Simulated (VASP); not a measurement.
# Mo (Im-3m) in VASP: notebook, part 2 of 3

VASP 6.6.1.

### Step 4. Single point, revPBE

This run uses another cell than the first one, of 15.93 Å³/atom, 1.009 times its volume.

Input file INCAR:

```
SYSTEM = Mo
PREC = Accurate ; ENCUT = 520
EDIFF = 1E-7 ; ISMEAR = -1
SIGMA = 0.05 ; LREAL = .False.
LASPH = .True. ; NELM = 60
ALGO = Normal ; ISIF = 2
LWAVE = .False. ; LCHARG = .False.
GGA = RE ; NBANDS = 13
```

Input file KPOINTS:

```
regular mesh
0
Gamma
  12 12 12
  0 0 0
```

Input file POSCAR:

```
Mo
1.0
   -1.5850701557      1.5850701557      1.5850701557
    1.5850701557     -1.5850701557      1.5850701557
    1.5850701557      1.5850701557     -1.5850701557
Mo
1
Direct
    0.0000000000      0.0000000000      0.0000000000
```

Potentials or basis: VASP PAW PBE potentials, release 64 (Mo_sv).

The run is started by

```sh
cat potpaw_PBE.64/Mo_sv/POTCAR > POTCAR
mpirun -np 1 vasp_std > vasp.out
```

OUTCAR:

```text
SYSTEM = Mo
   PREC = Accurate
   ENCUT = 520
   EDIFF = 1E-7
   ISMEAR = -1
   LREAL = .False.
   LASPH = .True.
   NELM = 60
   ISIF = 2
   GGA = RE

 ion  position               nearest neighbor table
   1  0.000  0.000  0.000-

  LATTYP: Found a body centered cubic cell.
 ALAT       =     3.1701403114

  Lattice vectors:

 A1 = (  -1.5850701557,   1.5850701557,   1.5850701557)
 A2 = (   1.5850701557,  -1.5850701557,   1.5850701557)
 A3 = (   1.5850701557,   1.5850701557,  -1.5850701557)

Analysis of symmetry for initial positions (statically):
=====================================================================
 Subroutine PRICEL returns:
 Original cell was already a primitive cell.

 Routine SETGRP: Setting up the symmetry group for a
 body centered cubic supercell.

 Subroutine GETGRP returns: Found 48 space group operations
 (whereof 48 operations were pure point group operations)
 out of a pool of 48 trial point group operations.

The static configuration has the point symmetry O_h .

Analysis of symmetry for dynamics (positions and initial velocities):
=====================================================================
 Subroutine PRICEL returns:
 Original cell was already a primitive cell.

 Routine SETGRP: Setting up the symmetry group for a
 body centered cubic supercell.

 Subroutine GETGRP returns: Found 48 space group operations
 (whereof 48 operations were pure point group operations)
 out of a pool of 48 trial point group operations.

The dynamic configuration has the point symmetry O_h .

 Subroutine INISYM returns: Found 48 space group operations
 (whereof 48 operations are pure point group operations),
 and found     1 'primitive' translations

----------------------------------------------------------------------------------------

                                     Primitive cell

  volume of cell :      15.9296

  direct lattice vectors                    reciprocal lattice vectors
    -1.585070156  1.585070156  1.585070156     0.000000000  0.315443451  0.315443451
     1.585070156 -1.585070156  1.585070156     0.315443451  0.000000000  0.315443451
     1.585070156  1.585070156 -1.585070156     0.315443451  0.315443451  0.000000000

  length of vectors
     2.745422043  2.745422043  2.745422043     0.446104407  0.446104407  0.446104407

  position of ions in fractional coordinates (direct lattice)
     0.000000000  0.000000000  0.000000000

  ion indices of the primitive-cell ions
   primitive index   ion index
                 1           1

----------------------------------------------------------------------------------------

 KPOINTS: regular mesh

Automatic generation of k-mesh.
 Grid dimensions read from file:
 generate k-points for:   12   12   12

 Generating k-lattice:

  Cartesian coordinates                     Fractional coordinates (reciprocal lattice)
     0.000000000  0.026286954  0.026286954     0.083333333  0.000000000  0.000000000
     0.026286954  0.000000000  0.026286954     0.000000000  0.083333333  0.000000000
     0.026286954  0.026286954  0.000000000     0.000000000  0.000000000  0.083333333

  Length of vectors
     0.037175367  0.037175367  0.037175367

  Shift w.r.t. Gamma in fractional coordinates (k-lattice)
     0.000000000  0.000000000  0.000000000

 Subroutine IBZKPT returns following result:
 ===========================================

 Found     72 irreducible k-points:

 Following reciprocal coordinates:
            Coordinates               Weight
  0.000000  0.000000  0.000000      1.000000
  0.083333  0.000000  0.000000     12.000000
  0.166667  0.000000  0.000000     12.000000
  0.250000  0.000000  0.000000     12.000000
  0.333333  0.000000  0.000000     12.000000
  0.416667  0.000000  0.000000     12.000000
[... 16 lines left out ...]
  0.333333  0.083333  0.083333     24.000000
  0.416667  0.083333  0.083333     12.000000
 [... further k-points ...]
   k-points           NKPTS =     72   k-points in BZ     NKDIM =     72   number of bands    NBANDS=     13
   number of dos      NEDOS =    301   number of ions     NIONS =      1
   total plane-waves  NPLWV =   8000
   dimension x,y,z NGX =    20 NGY =   20 NGZ =   20
   dimension x,y,z NGXF=    40 NGYF=   40 NGZF=   40
   ions per type =               1
   NGX,Y,Z   is equivalent  to a cutoff of  12.11, 12.11, 12.11 a.u.
   NGXF,Y,Z  is equivalent  to a cutoff of  24.22, 24.22, 24.22 a.u.
 SYSTEM =  Mo
   PREC   = accura    normal or accurate (medium, high low for compatibility)
   ISTART =      0    job   : 0-new  1-cont  2-samecut
   ICHARG =      2    charge: 1-file 2-atom 10-const
   ISPIN  =      1    spin polarized calculation?
   LNONCOLLINEAR =      F non collinear calculations
   LSORBIT =      F    spin-orbit coupling
   LASPH  =      T    aspherical Exc in radial PAW
   ENCUT  =  520.0 eV  38.22 Ry    6.18 a.u.   5.10  5.10  5.10*2*pi/ulx,y,z
   NELM   =     60;   NELMIN=  2; NELMDL= -5     # of ELM steps
   EDIFF  = 0.1E-06   stopping-criterion for ELM
   LREAL  =      F    real-space projection
   EDIFFG = 0.1E-05   stopping-criterion for IOM
   NSW    =      0    number of steps for IOM
   IBRION =     -1    ionic relax: 0-MD 1-quasi-New 2-CG
   NFREE  =      0    steps in history (QN), initial steepest desc. (CG)
   ISIF   =      2    stress and relaxation
   ISYM   =      2    0-nonsym 1-usesym 2-fastsym
   POTIM  = 0.5000    time-step for ionic-motion
   TEBEG  =    0.0;   TEEND  =   0.0 temperature during run
   PSTRESS=    0.0 pullay stress
   NELECT =      14.0000    total number of electrons
   NUPDOWN=      -1.0000    fix difference up-down
   EMIN   =  10.00;   EMAX   =-10.00  energy-range for DOS
   EFERMI =   0.00;   METHOD = LEGACY
   ISMEAR =    -1;   SIGMA  =   0.05  broadening in eV -4-tet -1-fermi 0-gaus
   EFERMI_NEDOS =   21; number of points for ismear=-14 and -15
   IALGO  =     38    algorithm
   IMIX   =      4    mixing-type and parameters
     AMIX     =   0.40;   BMIX     =  1.00
     AMIX_MAG =   1.60;   BMIX_MAG =  1.00
  volume/ion in A,a.u.               =      15.93       107.50
  Fermi-wavevector in a.u.,A,eV,Ry     =   1.568131  2.963338 33.457203  2.459035
  Thomas-Fermi vector in A             =   2.670208
   LORBIT       =      0    0 simple, 1 ext, 2 COOP (PROOUT), +10 PAW based schemes
   GGA     = RE    functional components
   LHFCALC =     F    Hartree Fock is set to
   AEXX    =    0.0000 exact exchange contribution
   IVDW    =     0    specifies the selected vdW correction
   LEPSILON=     F    determine dielectric tensor
   LRPA    =     F    only Hartree local field effects (RPA)
 non-spin polarized calculation
  energy-cutoff  :      520.00
  volume of cell :       15.93
 maximum number of plane-waves:       442
   NGX = 11   NGY = 11   NGZ = 11

 number of electron      14.0000005 magnetization

 Free energy of the ion-electron system (eV)
  ---------------------------------------------------
  ext. energy  EPLUGINS =         0.00000000
  ---------------------------------------------------
  free energy    TOTEN  =       -10.49911435 eV

  energy without entropy =      -10.49652204  energy(sigma->0) =      -10.49781819

 E-fermi :  12.3007     XC(G=0): -13.2361

 val. band max:       12.2883889089   @ k =   0.5000   0.5000   0.0833
 cond. band min:      12.3467563545   @ k =  -0.3333   0.3333   0.2500
 fundamental gap:      0.0583674456
 Fermi energy:        12.3006952978

 k-point     1 :       0.0000    0.0000    0.0000
  band No.  band energies     occupation
      1     -48.9452      2.00000
      2     -22.2543      2.00000
      3     -22.2543      2.00000
      4     -22.2543      2.00000
      5       5.1832      2.00000
      6      11.0166      2.00000
      7      11.0166      2.00000
      8      11.0166      2.00000
      9      13.9771      0.00000
     10      13.9771      0.00000
     11      27.1402      0.00000
     12      27.1402      0.00000
     13      27.1402      0.00000

 k-point     2 :       0.0833    0.0000    0.0000
  band No.  band energies     occupation
      1     -48.9291      2.00000
      2     -22.3483      2.00000
      3     -22.2835      2.00000
      4     -22.2549      2.00000
      5       5.4808      2.00000
      6      10.8512      2.00000
      7      10.9854      2.00000
      8      11.2964      2.00000
      9      13.7476      0.00000
     10      13.9827      0.00000
     11      27.3506      0.00000
[... 339 lines left out ...]
 k-point    24 :       0.4167    0.0833    0.0833
  band No.  band energies     occupation
      1     -48.6954      2.00000
      2     -23.4847      2.00000
      3     -22.7375      2.00000
      4     -22.3525      2.00000
      5       7.6996      2.00000
      6       9.0224      2.00000
      7      12.6252      0.00303
      8      14.1534      0.00000
      9      14.6372      0.00000
     10      18.5465      0.00000
     11      23.1647      0.00000
     12      24.7778      0.00000
     13      28.1380      0.00000

 [... further k-points ...]
[... 5 lines left out ...]
  --------------------------------------------------------------------------------------
  -------------------------------------------------------------------------------------
  Total        0.0482638      0.0482638      0.0482638      0.0000000      0.0000000      0.0000000
  in kB        4.8542975      4.8542975      4.8542975      0.0000000      0.0000000      0.0000000
  external PRESSURE =       4.8542975 kB  Pullay stress =       0.0000000 kB

 VOLUME and BASIS-vectors are now :
 -----------------------------------------------------------------------------
  energy-cutoff  :      520.00
  volume of cell :       15.93
      direct lattice vectors                 reciprocal lattice vectors
    -1.585070156  1.585070156  1.585070156     0.000000000  0.315443451  0.315443451
     1.585070156 -1.585070156  1.585070156     0.315443451  0.000000000  0.315443451
     1.585070156  1.585070156 -1.585070156     0.315443451  0.315443451  0.000000000

 POSITION                                       TOTAL-FORCE (eV/Angst)
 -----------------------------------------------------------------------------------
      0.00000      0.00000      0.00000         0.000000      0.000000      0.000000
 -----------------------------------------------------------------------------------
    total drift:                                0.000000     -0.000000      0.000000

  FREE ENERGIE OF THE ION-ELECTRON SYSTEM (eV)
  ---------------------------------------------------
  free  energy   TOTEN  =       -10.4991143472 eV

  energy  without entropy=      -10.4965220391  energy(sigma->0) =      -10.49781819
```

OSZICAR:

```text
N       E                     dE             d eps       ncg     rms          rms(c)
DAV:   1     0.961834347643E+02    0.96183E+02   -0.82666E+03  1877   0.111E+03
DAV:   2    -0.987182636421E+01   -0.10606E+03   -0.10175E+03  2167   0.312E+02
DAV:   3    -0.111272985424E+02   -0.12555E+01   -0.12509E+01  2102   0.338E+01
DAV:   4    -0.111303063071E+02   -0.30078E-02   -0.30077E-02  2057   0.198E+00
DAV:   5    -0.111303244411E+02   -0.18134E-04   -0.18135E-04  2162   0.141E-01    0.137E+01
DAV:   6    -0.105773721924E+02    0.55295E+00   -0.71030E-01  1922   0.103E+01    0.371E+00
DAV:   7    -0.105018384870E+02    0.75534E-01   -0.14685E-01  2067   0.450E+00    0.985E-01
DAV:   8    -0.104989943816E+02    0.28441E-02   -0.42982E-03  1947   0.833E-01    0.200E-01
DAV:   9    -0.104991015717E+02   -0.10719E-03   -0.10579E-04  2167   0.128E-01    0.822E-02
DAV:  10    -0.104991143205E+02   -0.12749E-04   -0.16462E-05  1937   0.478E-02    0.816E-03
DAV:  11    -0.104991145783E+02   -0.25780E-06   -0.13643E-07  1751   0.399E-03    0.211E-03
DAV:  12    -0.104991143354E+02    0.24289E-06   -0.14640E-08  1001   0.155E-03    0.875E-05
DAV:  13    -0.104991143472E+02   -0.11827E-07   -0.12273E-09   971   0.434E-04
   1 F= -.10499114E+02 E0= -.10497818E+02  d E =-.259231E-02
```

stdout:

```text
POSCAR found type information on POSCAR Mo
 POSCAR found :  1 types and       1 ions
 scaLAPACK will be used
 -----------------------------------------------------------------------------
|                                                                             |
|                                                                             |
|     You enforced a specific xc type in the INCAR file but a different       |
|     I HOPE YOU KNOW WHAT YOU ARE DOING!                                     |
|                                                                             |
 -----------------------------------------------------------------------------

 LDA part: xc-table for (Slater+PW92), standard interpolation
 POSCAR, INCAR and KPOINTS ok, starting setup
 FFT: planning ... GRIDC
 FFT: planning ... GRID_SOFT
 FFT: planning ... GRID
 WAVECAR not read
 entering main loop
```

Wall time 11 s (1 thread of AMD EPYC 7R43 (Zen 3), shared host); peak memory 0.1 GiB.

What came out:

```yaml
Free_energy: -10.4991 eV
Pressure: 0.5 GPa
Band_gap_on_the_k_mesh: zero (band 7 reaches 16.21 eV, above the bottom of band 8 at 11.02 eV)
```

Caveat: the PAW data sets were made with another functional, which shifts forces and pressure a little.

(Continued in part 3 of 3.)
